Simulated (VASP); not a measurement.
Runs of VASP 6.6.1 on CoSn3. The structure is that of space group Pm-3m (No. 221), or close to it. The cells are those of the table. 

```tsv
cell	gap on the mesh (eV)	pressure (GPa)
a = 4.398 Å, 4 atoms	none	-1.3
a = 4.456 Å, 4 atoms	none	(b)
a = 4.082 Å, 4 atoms	none	26.2
a = 4.338 Å, 4 atoms	none	1.9
a = 4.277 Å, 4 atoms	none	(a)
a = 4.540 Å, 4 atoms	none	-6.7
a = 4.647 Å, 4 atoms	none	-9.1
```

Alike in all rows: task single point; level PBEsol; potentials or basis VASP PAW PBE potentials, release 64 (Sn_d, Co); no spin polarisation; k mesh 10 × 10 × 10; cutoff (eV) 520; smearing gaussian 0.1 eV.

Q: Estimate the missing entries.

A: (a) 6.0; (b) -3.8.

Caveats: the PAW data sets were made with another functional, which shifts forces and pressure a little; spin-orbit coupling is left out, which moves the levels of the heavy elements; the run has no spin polarisation, though such a crystal can be magnetic; the cell stands under tension (at least some runs); the cell stands under pressure (at least some runs).

A k mesh can miss the band edges, and the runs leave out spin-orbit coupling on Sn.

A gap of «none» marks levels without a gap at the run's occupations.
